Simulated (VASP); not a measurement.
# BN (F-43m) in VASP: further runs

BN is run at these levels: PBE; tasks: single point.

All numbers are computed with VASP 6.6.1; they aren't measurements. Logs are shortened: lines on timing, memory, paths and dates and some standing lists are left out, and cuts for length are marked.

## Step 1: The cell of the first run

It takes space group F-43m (No. 216, cubic). Conventional cell: a = 3.588 Å, b = 3.588 Å, c = 3.588 Å, α = 90.00°, β = 90.00°, γ = 90.00°. B (site symmetry -43m) has 4 N at 1.55 Å within 2.1 Å. N (site symmetry -43m) has 4 B at 1.55 Å within 2.1 Å.

## Step 2: Single point, PBE (volume scaled by 0.97)

INCAR reads:

```
SYSTEM = BN
  PREC = Accurate
  ENCUT = 600
  EDIFF = 1E-6
  ISMEAR = 0
  SIGMA = 0.02
  LREAL = .False.
  LASPH = .True.
  NELM = 120
  ALGO = Normal
  ISIF = 2
  LWAVE = .False.
  LCHARG = .False.
  GGA = PE
  NBANDS = 11
  GGA_COMPAT = .False.
```

KPOINTS reads:

```
Automatic mesh
0
Gamma
  12 12 12
  0 0 0
```

POSCAR reads:

```
BN
1.0
    0.0000000000      1.7940231820      1.7940231820
    1.7940231820      0.0000000000      1.7940231820
    1.7940231820      1.7940231820      0.0000000000
B N
1 1
Direct
    0.0000000000      0.0000000000      0.0000000000
    0.7500000000      0.7500000000      0.7500000000
```

Potentials or basis: VASP PAW PBE potentials, release 64 (B, N).

Launch:

```console
$ cat potpaw_PBE.64/B/POTCAR potpaw_PBE.64/N/POTCAR > POTCAR
$ mpirun -np 1 vasp_std > vasp.out
```

OUTCAR:

```text
SYSTEM = BN
   PREC = Accurate
   ENCUT = 600
   EDIFF = 1E-6
   ISMEAR = 0
   LREAL = .False.
   LASPH = .True.
   NELM = 120
   ISIF = 2
   GGA = PE

 ion  position               nearest neighbor table
   1  0.000  0.000  0.000-   2 1.55   2 1.55   2 1.55   2 1.55
   2  0.750  0.750  0.750-   1 1.55   1 1.55   1 1.55   1 1.55

  LATTYP: Found a face centered cubic cell.
 ALAT       =     3.5880463640

  Lattice vectors:

 A1 = (   0.0000000000,   1.7940231820,   1.7940231820)
 A2 = (   1.7940231820,   0.0000000000,   1.7940231820)
 A3 = (   1.7940231820,   1.7940231820,   0.0000000000)

Analysis of symmetry for initial positions (statically):
=====================================================================
 Subroutine PRICEL returns:
 Original cell was already a primitive cell.

 Routine SETGRP: Setting up the symmetry group for a
 face centered cubic supercell.

 Subroutine GETGRP returns: Found 24 space group operations
 (whereof 24 operations were pure point group operations)
 out of a pool of 48 trial point group operations.

The static configuration has the point symmetry T_d .

Analysis of symmetry for dynamics (positions and initial velocities):
=====================================================================
 Subroutine PRICEL returns:
 Original cell was already a primitive cell.

 Routine SETGRP: Setting up the symmetry group for a
 face centered cubic supercell.

 Subroutine GETGRP returns: Found 24 space group operations
 (whereof 24 operations were pure point group operations)
 out of a pool of 48 trial point group operations.

The dynamic configuration has the point symmetry T_d .

 Subroutine INISYM returns: Found 24 space group operations
 (whereof 24 operations are pure point group operations),
 and found     1 'primitive' translations

----------------------------------------------------------------------------------------

                                     Primitive cell

  volume of cell :      11.5482

  direct lattice vectors                    reciprocal lattice vectors
     0.000000000  1.794023182  1.794023182    -0.278703199  0.278703199  0.278703199
     1.794023182  0.000000000  1.794023182     0.278703199 -0.278703199  0.278703199
     1.794023182  1.794023182  0.000000000     0.278703199  0.278703199 -0.278703199

  length of vectors
     2.537131915  2.537131915  2.537131915     0.482728101  0.482728101  0.482728101

  position of ions in fractional coordinates (direct lattice)
     0.000000000  0.000000000  0.000000000
     0.750000000  0.750000000  0.750000000

  ion indices of the primitive-cell ions
   primitive index   ion index
                 1           1
                 2           2

----------------------------------------------------------------------------------------

 KPOINTS: Automatic mesh

Automatic generation of k-mesh.
 Grid dimensions read from file:
 generate k-points for:   12   12   12

 Generating k-lattice:

  Cartesian coordinates                     Fractional coordinates (reciprocal lattice)
    -0.023225267  0.023225267  0.023225267     0.083333333  0.000000000  0.000000000
     0.023225267 -0.023225267  0.023225267     0.000000000  0.083333333  0.000000000
     0.023225267  0.023225267 -0.023225267     0.000000000  0.000000000  0.083333333

  Length of vectors
     0.040227342  0.040227342  0.040227342

  Shift w.r.t. Gamma in fractional coordinates (k-lattice)
     0.000000000  0.000000000  0.000000000

 Subroutine IBZKPT returns following result:
 ===========================================

 Found     72 irreducible k-points:

 Following reciprocal coordinates:
            Coordinates               Weight
  0.000000  0.000000  0.000000      1.000000
  0.083333  0.000000  0.000000      8.000000
  0.166667  0.000000  0.000000      8.000000
  0.250000  0.000000  0.000000      8.000000
  0.333333  0.000000  0.000000      8.000000
  0.416667  0.000000  0.000000      8.000000
[... 16 lines left out ...]
  0.500000  0.166667  0.000000     24.000000
 -0.416667  0.166667  0.000000     24.000000
 [... further k-points ...]
   k-points           NKPTS =     72   k-points in BZ     NKDIM =     72   number of bands    NBANDS=     11
   number of dos      NEDOS =    301   number of ions     NIONS =      2
   total plane-waves  NPLWV =   8000
   dimension x,y,z NGX =    20 NGY =   20 NGZ =   20
   dimension x,y,z NGXF=    40 NGYF=   40 NGZF=   40
   ions per type =               1   1
   NGX,Y,Z   is equivalent  to a cutoff of  13.11, 13.11, 13.11 a.u.
   NGXF,Y,Z  is equivalent  to a cutoff of  26.21, 26.21, 26.21 a.u.
 SYSTEM =  BN
   PREC   = accura    normal or accurate (medium, high low for compatibility)
   ISTART =      0    job   : 0-new  1-cont  2-samecut
   ICHARG =      2    charge: 1-file 2-atom 10-const
   ISPIN  =      1    spin polarized calculation?
   LNONCOLLINEAR =      F non collinear calculations
   LSORBIT =      F    spin-orbit coupling
   LASPH  =      T    aspherical Exc in radial PAW
   ENCUT  =  600.0 eV  44.10 Ry    6.64 a.u.   5.07  5.07  5.07*2*pi/ulx,y,z
   NELM   =    120;   NELMIN=  2; NELMDL= -5     # of ELM steps
   EDIFF  = 0.1E-05   stopping-criterion for ELM
   LREAL  =      F    real-space projection
   EDIFFG = 0.1E-04   stopping-criterion for IOM
   NSW    =      0    number of steps for IOM
   IBRION =     -1    ionic relax: 0-MD 1-quasi-New 2-CG
   NFREE  =      0    steps in history (QN), initial steepest desc. (CG)
   ISIF   =      2    stress and relaxation
   ISYM   =      2    0-nonsym 1-usesym 2-fastsym
   POTIM  = 0.5000    time-step for ionic-motion
   TEBEG  =    0.0;   TEEND  =   0.0 temperature during run
   PSTRESS=    0.0 pullay stress
   NELECT =       8.0000    total number of electrons
   NUPDOWN=      -1.0000    fix difference up-down
   EMIN   =  10.00;   EMAX   =-10.00  energy-range for DOS
   EFERMI =   0.00;   METHOD = LEGACY
   ISMEAR =     0;   SIGMA  =   0.02  broadening in eV -4-tet -1-fermi 0-gaus
   EFERMI_NEDOS =   21; number of points for ismear=-14 and -15
   IALGO  =     38    algorithm
   IMIX   =      4    mixing-type and parameters
     AMIX     =   0.40;   BMIX     =  1.00
     AMIX_MAG =   1.60;   BMIX_MAG =  1.00
  volume/ion in A,a.u.               =       5.77        38.97
  Fermi-wavevector in a.u.,A,eV,Ry     =   1.448550  2.737362 28.549059  2.098297
  Thomas-Fermi vector in A             =   2.566378
   LORBIT       =      0    0 simple, 1 ext, 2 COOP (PROOUT), +10 PAW based schemes
   GGA     = PE    functional components
   LHFCALC =     F    Hartree Fock is set to
   AEXX    =    0.0000 exact exchange contribution
   IVDW    =     0    specifies the selected vdW correction
   LEPSILON=     F    determine dielectric tensor
   LRPA    =     F    only Hartree local field effects (RPA)
 non-spin polarized calculation
 Gauss-broadening in eV      SIGMA  =   0.02
  energy-cutoff  :      600.00
  volume of cell :       11.55
 maximum number of plane-waves:       397
   NGX = 11   NGY = 11   NGZ = 11

 number of electron       7.9999998 magnetization

 Free energy of the ion-electron system (eV)
  ---------------------------------------------------
  ext. energy  EPLUGINS =         0.00000000
  ---------------------------------------------------
  free energy    TOTEN  =       -17.44042143 eV

  energy without entropy =      -17.44042143  energy(sigma->0) =      -17.44042143

 E-fermi :   7.7821     XC(G=0): -12.9334

 val. band max:        7.6817750691   @ k =   0.0000   0.0000   0.0000
 cond. band min:      12.1644576043   @ k =   0.5000   0.5000   0.0000
 fundamental gap:      4.4826825351
 Fermi energy:         7.7820712635

 k-point     1 :       0.0000    0.0000    0.0000
  band No.  band energies     occupation
      1     -12.8067      2.00000
      2       7.6818      2.00000
      3       7.6818      2.00000
      4       7.6818      2.00000
      5      16.6086      0.00000
      6      16.6086      0.00000
      7      16.6086      0.00000
      8      18.3994      0.00000
      9      32.8589      0.00000
     10      35.7237      0.00000
     11      35.7237      0.00000

 k-point     2 :       0.0833    0.0000    0.0000
  band No.  band energies     occupation
      1     -12.6346      2.00000
      2       6.7557      2.00000
      3       7.4965      2.00000
      4       7.4965      2.00000
      5      16.8507      0.00000
      6      16.8898      0.00000
      7      16.8898      0.00000
      8      18.9438      0.00000
      9      32.6022      0.00000
     10      33.4750      0.00000
     11      33.4750      0.00000

 k-point     3 :       0.1667    0.0000    0.0000
  band No.  band energies     occupation
      1     -12.1245      2.00000
      2       4.6226      2.00000
      3       7.0464      2.00000
      4       7.0464      2.00000
      5      17.2206      0.00000
      6      17.5414      0.00000
      7      17.5414      0.00000
      8      20.2439      0.00000
      9      31.8947      0.00000
     10      31.8947      0.00000
     11      31.9765      0.00000

 k-point     4 :       0.2500    0.0000    0.0000
  band No.  band energies     occupation
      1     -11.2995      2.00000
      2       2.1139      2.00000
      3       6.5275      2.00000
      4       6.5275      2.00000
      5      17.5643      0.00000
      6      18.1587      0.00000
      7      18.1587      0.00000
      8      21.5521      0.00000
      9      31.4161      0.00000
     10      31.4937      0.00000
     11      31.4937      0.00000
[... 239 lines left out ...]
 k-point    22 :       0.4167    0.1667    0.0000
  band No.  band energies     occupation
      1      -9.3039      2.00000
      2      -0.6333      2.00000
      3       4.4930      2.00000
      4       4.6575      2.00000
      5      16.2989      0.00000
      6      20.3640      0.00000
      7      20.7568      0.00000
      8      21.6850      0.00000
      9      28.3499      0.00000
     10      34.3453      0.00000
     11      36.4341      0.00000

 k-point    23 :       0.5000    0.1667    0.0000
  band No.  band energies     occupation
      1      -8.3046      2.00000
      2      -2.2320      2.00000
      3       3.8946      2.00000
      4       4.7328      2.00000
      5      16.6511      0.00000
      6      20.3131      0.00000
      7      20.5001      0.00000
      8      23.0238      0.00000
      9      28.7261      0.00000
     10      34.5382      0.00000
     11      35.6377      0.00000

 k-point    24 :      -0.4167    0.1667    0.0000
  band No.  band energies     occupation
      1      -8.1116      2.00000
      2      -2.5104      2.00000
      3       3.4829      2.00000
      4       5.0557      2.00000
      5      17.1083      0.00000
      6      20.0942      0.00000
      7      20.1712      0.00000
      8      23.6664      0.00000
      9      29.0163      0.00000
     10      33.3122      0.00000
     11      34.8169      0.00000

 [... further k-points ...]
[... 5 lines left out ...]
  --------------------------------------------------------------------------------------
  -------------------------------------------------------------------------------------
  Total        0.8672792      0.8672792      0.8672792     -0.0000000      0.0000000      0.0000000
  in kB      120.3248623    120.3248623    120.3248623     -0.0000000      0.0000000      0.0000000
  external PRESSURE =     120.3248623 kB  Pullay stress =       0.0000000 kB

 VOLUME and BASIS-vectors are now :
 -----------------------------------------------------------------------------
  energy-cutoff  :      600.00
  volume of cell :       11.55
      direct lattice vectors                 reciprocal lattice vectors
     0.000000000  1.794023182  1.794023182    -0.278703199  0.278703199  0.278703199
     1.794023182  0.000000000  1.794023182     0.278703199 -0.278703199  0.278703199
     1.794023182  1.794023182  0.000000000     0.278703199  0.278703199 -0.278703199

 POSITION                                       TOTAL-FORCE (eV/Angst)
 -----------------------------------------------------------------------------------
      0.00000      0.00000      0.00000         0.000000      0.000000      0.000000
      2.69103      2.69103      2.69103        -0.000000     -0.000000     -0.000000
 -----------------------------------------------------------------------------------
    total drift:                               -0.000000     -0.000000     -0.000000

  FREE ENERGIE OF THE ION-ELECTRON SYSTEM (eV)
  ---------------------------------------------------
  free  energy   TOTEN  =       -17.4404214330 eV

  energy  without entropy=      -17.4404214330  energy(sigma->0) =      -17.44042143
```

It took 16 s on 1 thread of Intel Xeon 8259CL, shared host; peak memory 0.12 GiB.

What came out:

```
Free energy            : -17.4404 eV
Pressure               : 12.0 GPa
Band gap on the k mesh : 4.48 eV, indirect (least direct gap 8.93 eV)
```

 A k mesh can miss the band edges.

[end of part 1 of 2]
